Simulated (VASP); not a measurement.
Set up this calculation in VASP 6.6.1, as the native input.

```yaml
Task: single point
Functional: r2SCAN
Potentials_or_basis: VASP PAW PBE potentials, release 64 (Mg_sv, C)
Cutoff: 660 eV
k_mesh: 5 × 5 × 4
Occupations: gaussian, width 0.005 eV
Spin: no spin polarisation
Dipole_correction: no
Further_INCAR_settings: ALGO = Normal; EDIFF = 1e-06; NBANDS = 27
```

The system is MgC2.

```
Mg C
1.0
     3.95078    0.00000    0.00000
     0.00000    3.95078    0.00000
     0.00000    0.00000    4.98709
Mg C
2 4
Direct
  0.99110 0.99565 0.49239
  0.50336 0.51002 0.99482
  0.38763 0.60669 0.50872
  0.11768 0.12096 0.00000
  0.61305 0.38570 0.49721
  0.87708 0.88348 0.00456
```

These files were run (other wordings do the same):

POSCAR

```
MgC2
1.0
    3.9507770000      0.0000000000      0.0000000000
    0.0000000000      3.9507770000      0.0000000000
    0.0000000000      0.0000000000      4.9870890000
Mg C
2 4
Direct
   -0.0088950000     -0.0043460000      0.4923900000
    0.5033630000      0.5100160000     -0.0051830000
    0.3876270000      0.6066950000      0.5087150000
    0.1176850000      0.1209630000     -0.0000010000
    0.6130530000      0.3856960000      0.4972100000
    0.8770760000      0.8834810000      0.0045650000
```

INCAR.step1

```
SYSTEM = MgC2
PREC = Accurate ; ENCUT = 660
ISMEAR = 0 ; SIGMA = 0.005
LREAL = .False. ; LASPH = .True.
NELM = 120 ; NBANDS = 27
GGA = PE ; ALGO = Normal
EDIFF = 1E-5 ; LWAVE = .True.
LCHARG = .False. ; GGA_COMPAT = .False.
```

INCAR.step2

```
SYSTEM = MgC2
PREC = Accurate ; ENCUT = 660
EDIFF = 1E-6 ; ISMEAR = 0
SIGMA = 0.005 ; LREAL = .False.
LASPH = .True. ; NELM = 120
ALGO = Normal ; ISIF = 2
LWAVE = .False. ; LCHARG = .False.
METAGGA = R2SCAN ; LMIXTAU = .True.
NBANDS = 27 ; ISTART = 1
GGA_COMPAT = .False.
```

KPOINTS

```
regular mesh
0
Gamma
  5 5 4
  0 0 0
```

Potentials or basis: VASP PAW PBE potentials, release 64 (Mg_sv, C).

The run is started by

```console
$ cat potpaw_PBE.64/Mg_sv/POTCAR potpaw_PBE.64/C/POTCAR > POTCAR
$ cp INCAR.step1 INCAR
$ mpirun -np 1 vasp_std > vasp.out
$ cp INCAR.step2 INCAR
$ mpirun -np 1 vasp_std > vasp.out
```

It gave:

```yaml
Pressure: -5.5 GPa
Largest_force: 6.169 eV/Å
Band_gap_on_the_k_mesh: 2.55 eV (least direct gap 2.67 eV)
```

Caveat: the cell stands under tension; the PAW data sets were made with another functional, which shifts forces and pressure a little; an odd mesh through Γ misses points on the zone boundary, where band edges can lie.

It took 6.6 min on 1 thread of Intel(R) Xeon(R) Platinum 8259CL CPU @ 2.50GHz (Skylake/Cascade Lake) (shared host), peak memory 0.3 GiB.
